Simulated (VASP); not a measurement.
# Mg (R-3m) in VASP: notebook

Mg is run at these levels: PBE; tasks: single point.

All numbers are computed with VASP 6.6.1; they aren't measurements. Logs are shortened: lines on timing, memory, paths and dates and some standing lists are left out, and cuts for length are marked.

## (1) The cell of the first run

Symmetry: R-3m, No. 166, trigonal system. The conventional cell has a = 3.206 Å, b = 3.206 Å, c = 7.619 Å, α = 90.00°, β = 90.00°, γ = 120.00°. Within 4.1 Å of Mg (site symmetry -3m) lie 12 Mg at 3.14 to 3.21 Å.

## (2) Single point, PBE (equal xy, yz and zx shear strains of -2 %)

INCAR reads:

```
SYSTEM = Mg
PREC     = Accurate       ! precision mode
ENCUT    = 520            ! plane-wave cutoff, eV
EDIFF    = 1E-7           ! SCF threshold, eV
ISMEAR   = -1             ! smearing method
SIGMA    = 0.03           ! smearing width, eV
LREAL    = .FALSE.        ! projectors in reciprocal space
LASPH    = .TRUE.         ! aspherical terms in the spheres
NELM     = 60             ! most SCF steps
ALGO     = Normal         ! electronic algorithm
ISIF     = 2              ! what is computed and relaxed
LWAVE    = .FALSE.        ! write WAVECAR
LCHARG   = .FALSE.        ! write CHGCAR
GGA      = PE             ! functional
NBANDS   = 7              ! bands
```

KPOINTS reads:

```
regular mesh
0
G
  16 16 16
  0 0 0
```

POSCAR reads:

```
Mg
1.0
   -0.0448851200      2.2218134400      2.2218134400
    2.2218134400     -0.0448851200      2.2218134400
    2.2218134400      2.2218134400     -0.0448851200
Mg
1
Direct
    0.0000000000      0.0000000000      0.0000000000
```

Potentials or basis: VASP PAW PBE potentials, release 64 (Mg).

Launch:

```
cat potpaw_PBE.64/Mg/POTCAR > POTCAR
mpirun -np 1 vasp_std > vasp.out
```

OUTCAR:

```text
SYSTEM = Mg
   PREC = Accurate
   ENCUT = 520
   EDIFF = 1E-7
   ISMEAR = -1
   LREAL = .FALSE.
   LASPH = .TRUE.
   NELM = 60
   ISIF = 2
   GGA = PE

 ion  position               nearest neighbor table
   1  0.000  0.000  0.000-

  LATTYP: Found a trigonal (rhomboedric) cell.
 ALAT       =     3.1424392752
 COS(alpha) =     0.4797000918

  Lattice vectors:

 A1 = (  -0.0448851200,   2.2218134400,   2.2218134400)
 A2 = (   2.2218134400,  -0.0448851200,   2.2218134400)
 A3 = (   2.2218134400,   2.2218134400,  -0.0448851200)

Analysis of symmetry for initial positions (statically):
=====================================================================
 Subroutine PRICEL returns:
 Original cell was already a primitive cell.

 Routine SETGRP: Setting up the symmetry group for a
 trigonal (rhombohedral) supercell.

 Subroutine GETGRP returns: Found 12 space group operations
 (whereof 12 operations were pure point group operations)
 out of a pool of 12 trial point group operations.

The static configuration has the point symmetry D_3d.

Analysis of symmetry for dynamics (positions and initial velocities):
=====================================================================
 Subroutine PRICEL returns:
 Original cell was already a primitive cell.

 Routine SETGRP: Setting up the symmetry group for a
 trigonal (rhombohedral) supercell.

 Subroutine GETGRP returns: Found 12 space group operations
 (whereof 12 operations were pure point group operations)
 out of a pool of 12 trial point group operations.

The dynamic configuration has the point symmetry D_3d.

 Subroutine INISYM returns: Found 12 space group operations
 (whereof 12 operations are pure point group operations),
 and found     1 'primitive' translations

----------------------------------------------------------------------------------------

                                     Primitive cell

  volume of cell :      22.6004

  direct lattice vectors                    reciprocal lattice vectors
    -0.044885120  2.221813440  2.221813440    -0.218334263  0.222836000  0.222836000
     2.221813440 -0.044885120  2.221813440     0.222836000 -0.218334263  0.222836000
     2.221813440  2.221813440 -0.044885120     0.222836000  0.222836000 -0.218334263

  length of vectors
     3.142439275  3.142439275  3.142439275     0.383381815  0.383381815  0.383381815

  position of ions in fractional coordinates (direct lattice)
     0.000000000  0.000000000  0.000000000
[... 70 lines left out ...]
   ISPIN  =      1    spin polarized calculation?
   LNONCOLLINEAR =      F non collinear calculations
   LSORBIT =      F    spin-orbit coupling
   LASPH  =      T    aspherical Exc in radial PAW
   ENCUT  =  520.0 eV  38.22 Ry    6.18 a.u.   5.84  5.84  5.84*2*pi/ulx,y,z
   NELM   =     60;   NELMIN=  2; NELMDL= -5     # of ELM steps
   EDIFF  = 0.1E-06   stopping-criterion for ELM
   LREAL  =      F    real-space projection
   EDIFFG = 0.1E-05   stopping-criterion for IOM
   NSW    =      0    number of steps for IOM
   IBRION =     -1    ionic relax: 0-MD 1-quasi-New 2-CG
   NFREE  =      0    steps in history (QN), initial steepest desc. (CG)
   ISIF   =      2    stress and relaxation
   ISYM   =      2    0-nonsym 1-usesym 2-fastsym
   POTIM  = 0.5000    time-step for ionic-motion
   TEBEG  =    0.0;   TEEND  =   0.0 temperature during run
   PSTRESS=    0.0 pullay stress
   NELECT =       2.0000    total number of electrons
   NUPDOWN=      -1.0000    fix difference up-down
   EMIN   =  10.00;   EMAX   =-10.00  energy-range for DOS
   EFERMI =   0.00;   METHOD = LEGACY
   ISMEAR =    -1;   SIGMA  =   0.03  broadening in eV -4-tet -1-fermi 0-gaus
   EFERMI_NEDOS =   21; number of points for ismear=-14 and -15
   IALGO  =     38    algorithm
   IMIX   =      4    mixing-type and parameters
     AMIX     =   0.40;   BMIX     =  1.00
     AMIX_MAG =   1.60;   BMIX_MAG =  1.00
  volume/ion in A,a.u.               =      22.60       152.51
  Fermi-wavevector in a.u.,A,eV,Ry     =   0.729535  1.378621  7.241312  0.532221
  Thomas-Fermi vector in A             =   1.821281
   LORBIT       =      0    0 simple, 1 ext, 2 COOP (PROOUT), +10 PAW based schemes
   GGA     = PE    functional components
[... 5 lines left out ...]
 non-spin polarized calculation
  energy-cutoff  :      520.00
  volume of cell :       22.60
 maximum number of plane-waves:       621
   NGX = 11   NGY = 11   NGZ = 11

 number of electron       2.0000000 magnetization

 Free energy of the ion-electron system (eV)
  ---------------------------------------------------
  ext. energy  EPLUGINS =         0.00000000
  ---------------------------------------------------
  free energy    TOTEN  =        -1.48991992 eV

  energy without entropy =       -1.48864016  energy(sigma->0) =       -1.48928004

 E-fermi :   2.6866     XC(G=0):  -8.5399

 val. band max:        2.6862429762   @ k =  -0.4375   0.4375   0.0000
 cond. band min:       2.6901550992   @ k =  -0.4375  -0.4375   0.1250
 fundamental gap:      0.0039121230
 Fermi energy:         2.6866034413

 k-point     1 :       0.0000    0.0000    0.0000
  band No.  band energies     occupation
      1      -4.2847      2.00000
      2      14.8939      0.00000
      3      14.8939      0.00000
      4      15.6846      0.00000
      5      16.8755      0.00000
      6      16.8755      0.00000
      7      17.1188      0.00000
[... 221 lines left out ...]
 k-point    24 :      -0.0625    0.0625    0.0000
  band No.  band energies     occupation
      1      -4.0554      2.00000
      2      12.6176      0.00000
      3      13.5076      0.00000
      4      15.6280      0.00000
      5      17.1225      0.00000
      6      18.0958      0.00000
      7      18.3269      0.00000

 [... further k-points ...]

------------------------ aborting loop because EDIFF is reached ----------------------------------------

  FORCE on cell =-STRESS in cart. coord.  units (eV):
  Direction    XX          YY          ZZ          XY          YZ          ZX
  --------------------------------------------------------------------------------------
  -------------------------------------------------------------------------------------
  Total        0.1075862      0.1075862      0.1075862      0.0670201      0.0670201      0.0670201
  in kB        7.6269549      7.6269549      7.6269549      4.7511578      4.7511578      4.7511578
  external PRESSURE =       7.6269549 kB  Pullay stress =       0.0000000 kB

 VOLUME and BASIS-vectors are now :
 -----------------------------------------------------------------------------
  energy-cutoff  :      520.00
  volume of cell :       22.60
      direct lattice vectors                 reciprocal lattice vectors
    -0.044885120  2.221813440  2.221813440    -0.218334263  0.222836000  0.222836000
     2.221813440 -0.044885120  2.221813440     0.222836000 -0.218334263  0.222836000
     2.221813440  2.221813440 -0.044885120     0.222836000  0.222836000 -0.218334263

 POSITION                                       TOTAL-FORCE (eV/Angst)
 -----------------------------------------------------------------------------------
      0.00000      0.00000      0.00000        -0.000000      0.000000     -0.000000
 -----------------------------------------------------------------------------------
    total drift:                               -0.000000     -0.000000     -0.000000

  FREE ENERGIE OF THE ION-ELECTRON SYSTEM (eV)
  ---------------------------------------------------
  free  energy   TOTEN  =        -1.4899199249 eV

  energy  without entropy=       -1.4886401617  energy(sigma->0) =       -1.48928004
```

stdout:

```text
POSCAR found type information on POSCAR Mg
 POSCAR found :  1 types and       1 ions
 scaLAPACK will be used
 LDA part: xc-table for (Slater+PW92), standard interpolation
 POSCAR, INCAR and KPOINTS ok, starting setup
 FFT: planning ... GRIDC
 FFT: planning ... GRID_SOFT
 FFT: planning ... GRID
 WAVECAR not read
 entering main loop
```

It took 29 s on 1 thread of Intel Xeon Platinum 8488C (Sapphire Rapids), shared host; peak memory 0.19 GiB.

Results:

```
Free energy            : -1.4899 eV
Pressure               : 0.8 GPa
Band gap on the k mesh : zero (band 1 reaches 4.11 eV, above the bottom of band 2 at 1.33 eV)
```

Levels at points of the mesh, in eV from the Fermi level:
```csv
k point,band 1,band 2,band 3,band 4
"(0.00, 0.00, 0.00)",-6.97,12.21,12.21,13.00
"(0.50, 0.00, 0.00)",-1.76,-1.36,11.20,11.74
"(0.50, 0.50, 0.00)",-0.21,0.83,6.12,6.75
"(0.50, 0.50, 0.50)",-1.55,-0.98,11.08,11.08
```

Caveat: the cell differs from its parent crystal (equal xy, yz and zx shear strains of -2 %).

(Continued in part 2 of 2.)
